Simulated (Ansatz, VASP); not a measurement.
# Two plane-wave programs on KZnF3

```
K Zn F
1.0
     4.05000    0.00000    0.00000
     0.00000    4.05000    0.00000
     0.00000    0.00000    4.05000
K Zn F
1 1 3
Direct
  0.00000 0.00000 0.00000
  0.50000 0.50000 0.50000
  0.47381 0.47381 0.00000
  0.00000 0.50000 0.50000
  0.50000 0.00000 0.50000
```

Alike in both runs: task single point; functional LDA; k mesh 6 × 6 × 6; occupations gaussian, width 0.05 eV; no spin polarisation.

```csv
,VASP,Ansatz
version,VASP 6.6.1,Ansatz 0.2.0
potentials or method,"VASP PAW LDA potentials, release 64 (K_sv, Zn, F), cutoff 520 eV","scalar-relativistic, plane waves, PAW"
valence electrons in the cell,42,42
```

```tsv
	VASP	Ansatz	Ansatz less VASP
gap on the k mesh at the Fermi level (eV)	3.58	3.62	+0.038
least direct gap on the mesh (eV)	5.34	5.37	+0.024
pressure (GPa)	-4.4	-4.8	-0.42
traceless stress, the component that is largest in VASP (GPa)	-0.10	-0.09	+0.012
rms of the force components (eV/Å)	0.101	0.102	+0.0005
```

LDA's correlation is that of Perdew and Zunger in VASP and of Perdew and Wang (1992) in Ansatz. Atom by atom the forces differ by 0.003 eV/Å (rms over components).
